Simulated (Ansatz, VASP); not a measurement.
**SnO2 in VASP and in Ansatz**

```
CELL_PARAMETERS angstrom
4.72127 0.00000 0.00000
0.00000 4.72425 0.00000
0.00000 0.00000 3.38142
ATOMIC_POSITIONS crystal
Sn 0.50000 0.50000 0.50000
Sn 0.00000 0.00000 0.00000
O 0.30781 0.30792 0.00000
O 0.80781 0.19208 0.50000
O 0.19219 0.80792 0.50000
O 0.69219 0.69208 0.00000
```

Change from the starting cell: strain along c alone, the other axes held, atoms relaxed: +6.0 %.

Alike in both runs: functional LDA; k mesh 6 × 6 × 8; occupations gaussian, width 0.02 eV; no spin polarisation.

Ansatz relaxed the structure, and its values are those at the end. VASP's run is a single point on that final structure, the one shown.

|  | VASP | Ansatz |
| --- | --- | --- |
| version | VASP 6.6.1 | Ansatz 0.2.0 |
| potentials or method | VASP PAW LDA potentials, release 64 (Sn_d, O), cutoff 520 eV | scalar-relativistic, plane waves, PAW |
| valence electrons in the cell | 52 | 52 |

Ansatz gave:

| Property | Result |
| --- | --- |
| gap on the k mesh at the Fermi level (eV) | 0.35 |
| least direct gap on the mesh (eV) | 0.35 |
| pressure (GPa) | -12.3 |

Task: Estimate VASP's values.

Result: gap on the k mesh at the Fermi level (eV): 0.38; least direct gap on the mesh (eV): 0.38; pressure (GPa): -11.5.

LDA's correlation is that of Perdew and Zunger in VASP and of Perdew and Wang (1992) in Ansatz. Ansatz's warnings: stress scf threshold loose.
